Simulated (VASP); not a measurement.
# Mg (Fm-3m) in VASP: notebook

The runs below take Mg through single point, with HSE06.

Everything below comes from runs of VASP 6.6.1. Logs are shortened: lines on timing, memory, paths and dates and some standing lists are left out, and cuts for length are marked.

### 1 The cell of the first run

It takes space group Fm-3m (No. 225, cubic). The conventional cell has a = 4.428 Å, b = 4.428 Å, c = 4.428 Å, α = 90.00°, β = 90.00°, γ = 90.00°. Mg (site symmetry m-3m) has 12 Mg at 3.13 Å within 4.1 Å.

This isn't the form of Mg at room conditions, which is hcp.

### 2 Single point, HSE06

Contents of POSCAR:

```
Mg
1.0
    0.0000000000      2.2139244980      2.2139244980
    2.2139244980      0.0000000000      2.2139244980
    2.2139244980      2.2139244980      0.0000000000
Mg
1
Direct
    0.0000000000      0.0000000000      0.0000000000
```

Contents of INCAR.step1:

```
SYSTEM = Mg
ALGO = Normal ; EDIFF = 1E-5
ENCUT = 520 ; GGA = PE
ISIF = 2 ; ISMEAR = 0
LASPH = .True. ; LREAL = .False.
LWAVE = .True. ; NBANDS = 7
NELM = 80 ; PREC = Accurate
SIGMA = 0.01
```

Contents of INCAR.step2:

```
SYSTEM = Mg
ALGO = Normal ; EDIFF = 1E-6
ENCUT = 520 ; GGA = PE
HFSCREEN = 0.2079 ; ISIF = 2
ISMEAR = 0 ; ISTART = 1
LASPH = .True. ; LCHARG = .True.
LELF = .True. ; LHFCALC = .True.
LREAL = .False. ; LVHAR = .True.
LWAVE = .False. ; NBANDS = 7
NELM = 80 ; PREC = Accurate
PRECFOCK = Normal ; SIGMA = 0.01
```

Contents of KPOINTS:

```
k-points
0
Gamma
  7 7 7
  0 0 0
```

Potentials or basis: VASP PAW PBE potentials, release 64 (Mg).

Command:

```sh
cat potpaw_PBE.64/Mg/POTCAR > POTCAR
cp INCAR.step1 INCAR
mpirun -np 1 vasp_std > vasp.out
cp INCAR.step2 INCAR
mpirun -np 1 vasp_std > vasp.out
```

OUTCAR:

```text
SYSTEM = Mg
   EDIFF = 1E-6
   ENCUT = 520
   GGA = PE
   HFSCREEN = 0.2079
   ISIF = 2
   ISMEAR = 0
   ISTART = 1
   LASPH = .True.
   LHFCALC = .True.
   LREAL = .False.
   NELM = 80
   PREC = Accurate
   PRECFOCK = Normal

 ion  position               nearest neighbor table
   1  0.000  0.000  0.000-

  LATTYP: Found a face centered cubic cell.
 ALAT       =     4.4278489960

  Lattice vectors:

 A1 = (   0.0000000000,   2.2139244980,   2.2139244980)
 A2 = (   2.2139244980,   0.0000000000,   2.2139244980)
 A3 = (   2.2139244980,   2.2139244980,   0.0000000000)

Analysis of symmetry for initial positions (statically):
=====================================================================
 Subroutine PRICEL returns:
 Original cell was already a primitive cell.

 Routine SETGRP: Setting up the symmetry group for a
 face centered cubic supercell.

 Subroutine GETGRP returns: Found 48 space group operations
 (whereof 48 operations were pure point group operations)
 out of a pool of 48 trial point group operations.

The static configuration has the point symmetry O_h .

Analysis of symmetry for dynamics (positions and initial velocities):
=====================================================================
 Subroutine PRICEL returns:
 Original cell was already a primitive cell.

 Routine SETGRP: Setting up the symmetry group for a
 face centered cubic supercell.

 Subroutine GETGRP returns: Found 48 space group operations
 (whereof 48 operations were pure point group operations)
 out of a pool of 48 trial point group operations.

The dynamic configuration has the point symmetry O_h .

 Subroutine INISYM returns: Found 48 space group operations
 (whereof 48 operations are pure point group operations),
 and found     1 'primitive' translations

----------------------------------------------------------------------------------------

                                     Primitive cell

  volume of cell :      21.7029

  direct lattice vectors                    reciprocal lattice vectors
     0.000000000  2.213924498  2.213924498    -0.225843293  0.225843293  0.225843293
     2.213924498  0.000000000  2.213924498     0.225843293 -0.225843293  0.225843293
     2.213924498  2.213924498  0.000000000     0.225843293  0.225843293 -0.225843293

  length of vectors
     3.130962051  3.130962051  3.130962051     0.391172059  0.391172059  0.391172059

  position of ions in fractional coordinates (direct lattice)
     0.000000000  0.000000000  0.000000000

[... 79 lines left out ...]
   TEBEG  =    0.0;   TEEND  =   0.0 temperature during run
   PSTRESS=    0.0 pullay stress
   NELECT =       2.0000    total number of electrons
   NUPDOWN=      -1.0000    fix difference up-down
   EMIN   =  10.00;   EMAX   =-10.00  energy-range for DOS
   EFERMI =   0.00;   METHOD = LEGACY
   ISMEAR =     0;   SIGMA  =   0.01  broadening in eV -4-tet -1-fermi 0-gaus
   EFERMI_NEDOS =   21; number of points for ismear=-14 and -15
   IALGO  =     38    algorithm
   IMIX   =      1    mixing-type and parameters
     AMIX     =   0.40;   BMIX     =  1.00
     AMIX_MAG =   1.60;   BMIX_MAG =  1.00
  volume/ion in A,a.u.               =      21.70       146.46
  Fermi-wavevector in a.u.,A,eV,Ry     =   0.739455  1.397368  7.439589  0.546794
  Thomas-Fermi vector in A             =   1.833622
   LORBIT       =      0    0 simple, 1 ext, 2 COOP (PROOUT), +10 PAW based schemes
   GGA     = PE    functional components
   LHFCALC =     T    Hartree Fock is set to
   PRECFOCK=normal    Normal, Fast or Accurate (Low or Medium for compatibility)
   ENCUT4O =  -1.0   cutoff for four orbital integrals eV
   NKREDX  =     1    reduce k-point grid by
   NKREDY  =     1    reduce k-point grid by
   NKREDZ  =     1    reduce k-point grid by
   AEXX    =    0.2500 exact exchange contribution
   HFSCREEN=    0.2079 screening length (either q_TF or 0.3 A-1)
   HFSCREENC=   0.2079 screening length for correlation (either q_TF or 0.3 A-1)
   ENCUTFOCK=  -1.0 apply spherical cutoff to Coloumb kernel
   IVDW    =     0    specifies the selected vdW correction
   LEPSILON=     F    determine dielectric tensor
   LRPA    =     F    only Hartree local field effects (RPA)
 non-spin polarized calculation
 Gauss-broadening in eV      SIGMA  =   0.01
  energy-cutoff  :      520.00
  volume of cell :       21.70
 maximum number of plane-waves:       598
  NGX = 18; NGY = 18; NGZ = 18

 number of electron       2.0000000 magnetization

 Free energy of the ion-electron system (eV)
  ---------------------------------------------------
  ext. energy  EPLUGINS =         0.00000000
  ---------------------------------------------------
  free energy    TOTEN  =        -1.53066906 eV

  energy without entropy =       -1.53066906  energy(sigma->0) =       -1.53066906

 E-fermi :   3.0321     XC(G=0):  -7.2215

 val. band max:        2.9001500181   @ k =  -0.4286   0.4286   0.0000
 cond. band min:       3.1134183724   @ k =   0.4286   0.0000   0.0000
 fundamental gap:      0.2132683543
 Fermi energy:         3.0320508874

 k-point     1 :       0.0000    0.0000    0.0000
  band No.  band energies     occupation
      1      -5.3758      2.00000
      2      16.4896      0.00000
      3      16.4896      0.00000
      4      16.4896      0.00000
      5      18.7956      0.00000
      6      18.7956      0.00000
      7      18.7956      0.00000
[... 181 lines left out ...]
 k-point    20 :      -0.2857    0.4286    0.1429
  band No.  band energies     occupation
      1       4.7081      0.00000
      2       5.3297      0.00000
      3       6.6013      0.00000
      4       9.4445      0.00000
      5      17.1821      0.00000
      6      21.2596      0.00000
      7      21.3461      0.00000

------------------------ aborting loop because EDIFF is reached ----------------------------------------

  FORCE on cell =-STRESS in cart. coord.  units (eV):
  Direction    XX          YY          ZZ          XY          YZ          ZX
  --------------------------------------------------------------------------------------
  -------------------------------------------------------------------------------------
  Total        0.3154032      0.3154032      0.3154032      0.0000000      0.0000000      0.0000000
  in kB       23.2840336     23.2840336     23.2840336      0.0000000      0.0000000      0.0000000
  external PRESSURE =      23.2840336 kB  Pullay stress =       0.0000000 kB

 VOLUME and BASIS-vectors are now :
 -----------------------------------------------------------------------------
  energy-cutoff  :      520.00
  volume of cell :       21.70
      direct lattice vectors                 reciprocal lattice vectors
     0.000000000  2.213924498  2.213924498    -0.225843293  0.225843293  0.225843293
     2.213924498  0.000000000  2.213924498     0.225843293 -0.225843293  0.225843293
     2.213924498  2.213924498  0.000000000     0.225843293  0.225843293 -0.225843293

 POSITION                                       TOTAL-FORCE (eV/Angst)
 -----------------------------------------------------------------------------------
      0.00000      0.00000      0.00000        -0.000000      0.000000      0.000000
 -----------------------------------------------------------------------------------
    total drift:                               -0.000000     -0.000000      0.000000

  FREE ENERGIE OF THE ION-ELECTRON SYSTEM (eV)
  ---------------------------------------------------
  free  energy   TOTEN  =        -1.5306690565 eV

  energy  without entropy=       -1.5306690565  energy(sigma->0) =       -1.53066906
```

OUTCAR.step1:

```text
SYSTEM = Mg
   EDIFF = 1E-5
   ENCUT = 520
   GGA = PE
   ISIF = 2
   ISMEAR = 0
   LASPH = .True.
[... 409 lines left out ...]
 POSITION                                       TOTAL-FORCE (eV/Angst)
 -----------------------------------------------------------------------------------
      0.00000      0.00000      0.00000         0.000000      0.000000      0.000000
 -----------------------------------------------------------------------------------
    total drift:                                0.000000     -0.000000     -0.000000

  FREE ENERGIE OF THE ION-ELECTRON SYSTEM (eV)
  ---------------------------------------------------
  free  energy   TOTEN  =        -1.5088826516 eV

  energy  without entropy=       -1.5088826516  energy(sigma->0) =       -1.50888265
```

Run time: 64 s. Hardware: 1 thread of Intel Xeon 6975P-C (Granite Rapids), shared host; peak memory 0.24 GiB.

What came out:

| Item | Value |
| --- | --- |
| Free energy | -1.5307 eV |
| Pressure | 2.3 GPa |
| Band gap on the k mesh | zero (bands 1 and 2 overlap by 2.39 eV) |

Caveat: the PAW data sets were made with another functional, which shifts forces and pressure a little.

### 3 Single point, HSE06

This run uses another cell than the first one, of 22.16 Å³/atom.

Contents of POSCAR:

```
Mg
1.0
    0.0000000000      2.2291934254      2.2291934254
    2.2291934254      0.0000000000      2.2291934254
    2.2291934254      2.2291934254      0.0000000000
Mg
1
Direct
    0.0000000000      0.0000000000      0.0000000000
```

Contents of INCAR.step1:

```
SYSTEM = Mg
ALGO = Normal
EDIFF = 1E-5
ENCUT = 520
GGA = PE
ISIF = 2
ISMEAR = 0
LASPH = .True.
LCHARG = .False.
LREAL = .False.
LWAVE = .True.
NBANDS = 7
NELM = 100
PREC = Accurate
SIGMA = 0.01
```

Contents of INCAR.step2:

```
SYSTEM = Mg
ALGO = Normal
EDIFF = 1E-6
ENCUT = 520
GGA = PE
HFSCREEN = 0.2079
ISIF = 2
ISMEAR = 0
ISTART = 1
LASPH = .True.
LCHARG = .False.
LHFCALC = .True.
LREAL = .False.
LWAVE = .False.
NBANDS = 7
NELM = 100
PREC = Accurate
PRECFOCK = Normal
SIGMA = 0.01
```

KPOINTS is that of step 2.

Potentials or basis: VASP PAW PBE potentials, release 64 (Mg).

Command:

```sh
cat potpaw_PBE.64/Mg/POTCAR > POTCAR
cp INCAR.step1 INCAR
mpirun -np 1 vasp_std > vasp.out
cp INCAR.step2 INCAR
mpirun -np 1 vasp_std > vasp.out
```

Wall time 60 s (1 thread of Intel Xeon 6975P-C (Granite Rapids), shared host); peak memory 0.24 GiB.

Results (log left out):

```yaml
Free_energy: -1.5359 eV
Pressure: 1.4 GPa
Band_gap_on_the_k_mesh: zero (bands 1 and 2 overlap by 2.38 eV)
```

Levels at points of the mesh, in eV from the Fermi level:
```
           k point  band 1  band 2  band 3  band 4  band 5  band 6
(0.00, 0.00, 0.00)   -8.31   13.32   13.32   13.32   15.51   15.51
```

Caveat: the PAW data sets were made with another functional, which shifts forces and pressure a little.

### 4 Single point, HSE06

This run uses another cell than the first one, of 23.06 Å³/atom.

Contents of POSCAR:

```
Mg
1.0
    0.0000000000      2.2591190557      2.2591190557
    2.2591190557      0.0000000000      2.2591190557
    2.2591190557      2.2591190557      0.0000000000
Mg
1
Direct
    0.0000000000      0.0000000000      0.0000000000
```

Contents of INCAR.step1:

```
PREC = Accurate
ENCUT = 520
EDIFF = 1E-5
ISMEAR = 0
SIGMA = 0.01
LREAL = False
LASPH = True
NELM = 100
ALGO = Normal
ISIF = 2
LWAVE = True
LCHARG = False
NBANDS = 7
GGA = PE
```

Contents of INCAR.step2:

```
PREC = Accurate
ENCUT = 520
EDIFF = 1E-6
ISMEAR = 0
SIGMA = 0.01
LREAL = False
LASPH = True
NELM = 100
ALGO = Normal
ISIF = 2
LWAVE = False
LCHARG = False
GGA = PE
LHFCALC = True
HFSCREEN = 0.2079
PRECFOCK = Normal
NBANDS = 7
ISTART = 1
```

Contents of KPOINTS:

```
Automatic mesh
0
Gamma
  7 7 7
```

Potentials or basis: VASP PAW PBE potentials, release 64 (Mg).

Command:

```sh
cat potpaw_PBE.64/Mg/POTCAR > POTCAR
cp INCAR.step1 INCAR
mpirun -np 1 vasp_std > vasp.out
cp INCAR.step2 INCAR
mpirun -np 1 vasp_std > vasp.out
```

OUTCAR:

```text
PREC = Accurate
   ENCUT = 520
   EDIFF = 1E-6
   ISMEAR = 0
   LREAL = False
   LASPH = True
   NELM = 100
   ISIF = 2
   GGA = PE
   LHFCALC = True
   HFSCREEN = 0.2079
   PRECFOCK = Normal
   ISTART = 1

 ion  position               nearest neighbor table
   1  0.000  0.000  0.000-

  LATTYP: Found a face centered cubic cell.
 ALAT       =     4.5182381114

  Lattice vectors:

 A1 = (   0.0000000000,   2.2591190557,   2.2591190557)
 A2 = (   2.2591190557,   0.0000000000,   2.2591190557)
 A3 = (   2.2591190557,   2.2591190557,   0.0000000000)

Analysis of symmetry for initial positions (statically):
=====================================================================
 Subroutine PRICEL returns:
 Original cell was already a primitive cell.

 Routine SETGRP: Setting up the symmetry group for a
 face centered cubic supercell.

 Subroutine GETGRP returns: Found 48 space group operations
 (whereof 48 operations were pure point group operations)
 out of a pool of 48 trial point group operations.

The static configuration has the point symmetry O_h .

Analysis of symmetry for dynamics (positions and initial velocities):
=====================================================================
 Subroutine PRICEL returns:
 Original cell was already a primitive cell.

 Routine SETGRP: Setting up the symmetry group for a
 face centered cubic supercell.

 Subroutine GETGRP returns: Found 48 space group operations
 (whereof 48 operations were pure point group operations)
 out of a pool of 48 trial point group operations.

The dynamic configuration has the point symmetry O_h .

 Subroutine INISYM returns: Found 48 space group operations
 (whereof 48 operations are pure point group operations),
 and found     1 'primitive' translations

----------------------------------------------------------------------------------------

                                     Primitive cell
[... 111 lines left out ...]
   PRECFOCK=normal    Normal, Fast or Accurate (Low or Medium for compatibility)
   ENCUT4O =  -1.0   cutoff for four orbital integrals eV
   NKREDX  =     1    reduce k-point grid by
   NKREDY  =     1    reduce k-point grid by
   NKREDZ  =     1    reduce k-point grid by
   AEXX    =    0.2500 exact exchange contribution
   HFSCREEN=    0.2079 screening length (either q_TF or 0.3 A-1)
   HFSCREENC=   0.2079 screening length for correlation (either q_TF or 0.3 A-1)
   ENCUTFOCK=  -1.0 apply spherical cutoff to Coloumb kernel
   IVDW    =     0    specifies the selected vdW correction
   LEPSILON=     F    determine dielectric tensor
   LRPA    =     F    only Hartree local field effects (RPA)
 non-spin polarized calculation
 Gauss-broadening in eV      SIGMA  =   0.01
  energy-cutoff  :      520.00
  volume of cell :       23.06
 maximum number of plane-waves:       632
  NGX = 18; NGY = 18; NGZ = 18

 number of electron       2.0000000 magnetization

 Free energy of the ion-electron system (eV)
  ---------------------------------------------------
  ext. energy  EPLUGINS =         0.00000000
  ---------------------------------------------------
  free energy    TOTEN  =        -1.53929819 eV

  energy without entropy =       -1.53929819  energy(sigma->0) =       -1.53929819

 E-fermi :   2.7125     XC(G=0):  -7.0756

 val. band max:        2.5926634338   @ k =  -0.4286   0.4286   0.0000
 cond. band min:       2.7707653525   @ k =   0.4286   0.0000   0.0000
 fundamental gap:      0.1781019188
 Fermi energy:         2.7125335691

 k-point     1 :       0.0000    0.0000    0.0000
  band No.  band energies     occupation
      1      -5.4016      2.00000
      2      15.7632      0.00000
      3      15.7632      0.00000
      4      15.7632      0.00000
      5      17.7417      0.00000
      6      17.7417      0.00000
      7      17.7417      0.00000
[... 181 lines left out ...]
 k-point    20 :      -0.2857    0.4286    0.1429
  band No.  band energies     occupation
      1       4.3589      0.00000
      2       4.9512      0.00000
      3       6.1304      0.00000
      4       8.8039      0.00000
      5      16.3299      0.00000
      6      20.1932      0.00000
      7      20.3905      0.00000

------------------------ aborting loop because EDIFF is reached ----------------------------------------

  FORCE on cell =-STRESS in cart. coord.  units (eV):
  Direction    XX          YY          ZZ          XY          YZ          ZX
  --------------------------------------------------------------------------------------
  -------------------------------------------------------------------------------------
  Total       -0.0266831     -0.0266831     -0.0266831     -0.0000000     -0.0000000      0.0000000
  in kB       -1.8539591     -1.8539591     -1.8539591     -0.0000000     -0.0000000      0.0000000
  external PRESSURE =      -1.8539591 kB  Pullay stress =       0.0000000 kB

 VOLUME and BASIS-vectors are now :
 -----------------------------------------------------------------------------
  energy-cutoff  :      520.00
  volume of cell :       23.06
      direct lattice vectors                 reciprocal lattice vectors
     0.000000000  2.259119056  2.259119056    -0.221325210  0.221325210  0.221325210
     2.259119056  0.000000000  2.259119056     0.221325210 -0.221325210  0.221325210
     2.259119056  2.259119056  0.000000000     0.221325210  0.221325210 -0.221325210

 POSITION                                       TOTAL-FORCE (eV/Angst)
 -----------------------------------------------------------------------------------
      0.00000      0.00000      0.00000         0.000000      0.000000      0.000000
 -----------------------------------------------------------------------------------
    total drift:                               -0.000171      0.000054     -0.000034

  FREE ENERGIE OF THE ION-ELECTRON SYSTEM (eV)
  ---------------------------------------------------
  free  energy   TOTEN  =        -1.5392981897 eV

  energy  without entropy=       -1.5392981897  energy(sigma->0) =       -1.53929819
```

Run time: 49 s. Hardware: 1 thread of Intel Xeon 6975P-C (Granite Rapids), shared host; peak memory 0.24 GiB.

Results:

| Property | Result |
| --- | --- |
| Free energy | -1.5393 eV |
| Pressure | -0.2 GPa |
| Band gap on the k mesh | zero (bands 1 and 2 overlap by 2.37 eV) |

Caveat: the PAW data sets were made with another functional, which shifts forces and pressure a little.

### 5 Single point, HSE06

This run uses another cell than the first one, of 23.51 Å³/atom.

Contents of POSCAR:

```
Mg
1.0
    0.0000000000      2.2737890710      2.2737890710
    2.2737890710      0.0000000000      2.2737890710
    2.2737890710      2.2737890710      0.0000000000
Mg
1
Direct
    0.0000000000      0.0000000000      0.0000000000
```

Contents of INCAR.step1:

```
SYSTEM = Mg
PREC = Accurate
ENCUT = 520
EDIFF = 1E-5
ISMEAR = 0
SIGMA = 0.01
LREAL = .False.
LASPH = .True.
NELM = 80
ALGO = Normal
ISIF = 2
LWAVE = .True.
LCHARG = .False.
GGA = PE
NBANDS = 7
```

Contents of INCAR.step2:

```
SYSTEM = Mg
PREC = Accurate
ENCUT = 520
EDIFF = 1E-6
ISMEAR = 0
SIGMA = 0.01
LREAL = .False.
LASPH = .True.
NELM = 80
ALGO = Normal
ISIF = 2
LWAVE = .False.
LCHARG = .False.
GGA = PE
LHFCALC = .True.
HFSCREEN = 0.2079
PRECFOCK = Normal
ISTART = 1
NBANDS = 7
```

Contents of KPOINTS:

```
Automatic mesh
0
Gamma
  7 7 7
  0 0 0
```

Command:

```sh
cat potpaw_PBE.64/Mg/POTCAR > POTCAR
cp INCAR.step1 INCAR
mpirun -np 1 vasp_std > vasp.out
cp INCAR.step2 INCAR
mpirun -np 1 vasp_std > vasp.out
```

Run time: 55 s. Hardware: 1 thread of Intel Xeon 6975P-C (Granite Rapids), shared host; peak memory 0.25 GiB.

The run converged. Its results:

```
Free energy            : -1.5378 eV
Pressure               : -0.9 GPa
Band gap on the k mesh : zero (bands 1 and 2 overlap by 2.36 eV)
```

Levels at points of the mesh, in eV from the Fermi level:
| k point | band 1 | band 2 | band 3 | band 4 | band 5 | band 6 |
| --- | --- | --- | --- | --- | --- | --- |
| (0.00, 0.00, 0.00) | -8.02 | 12.92 | 12.92 | 12.92 | 14.80 | 14.80 |

Caveat: the PAW data sets were made with another functional, which shifts forces and pressure a little.

[end of part 1 of 2]

The gap in the log of VASP goes by the Fermi energy; the results here count the filled bands.